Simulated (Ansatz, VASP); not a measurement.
**Two plane-wave programs on MgZn4O**

```xyz
6
Lattice="4.1880 0.0000 0.0000 0.0000 4.6330 2.6829 0.0000 -4.6330 2.6829" Properties=species:S:1:pos:R:3 pbc="T T T"
Mg    0.0000    0.0000    4.7598
Zn    2.0940   -1.8652    3.7425
Zn    2.0940    1.8652    3.7425
Zn    0.0000    1.6590    2.2238
Zn    0.0000   -1.6590    2.2238
O     0.0000    0.0000    1.2804
```

Alike in both runs: functional PBE; k mesh 4 × 4 × 4; occupations gaussian, width 0.2 eV; no spin polarisation.

Ansatz relaxed the structure, and its values are those at the end. VASP's run is a single point on that final structure, the one shown.

|  | VASP | Ansatz |
| --- | --- | --- |
| version | VASP 6.6.1 | Ansatz 0.2.0 |
| potentials or method | VASP PAW PBE potentials, release 64 (Mg, Zn, O), cutoff 520 eV | scalar-relativistic, plane waves, PAW |
| valence electrons in the cell | 56 | 64 |

VASP gave:

* gap on the k mesh at the Fermi level (eV): none
* pressure (GPa): 0.0
* rms of the force components (eV/Å): 0.031

**Question.** Which values does Ansatz return?

**Answer.** gap on the k mesh at the Fermi level (eV): none; pressure (GPa): -0.2; rms of the force components (eV/Å): 0.007.

A gap of «none» marks a metal or a gap that the smearing closes. VASP's potentials hold 56 valence electrons a cell and Ansatz's 64, so a difference there can come from the potentials and not from the codes.

The k mesh is coarse, so the values compare programs but aren't converged.
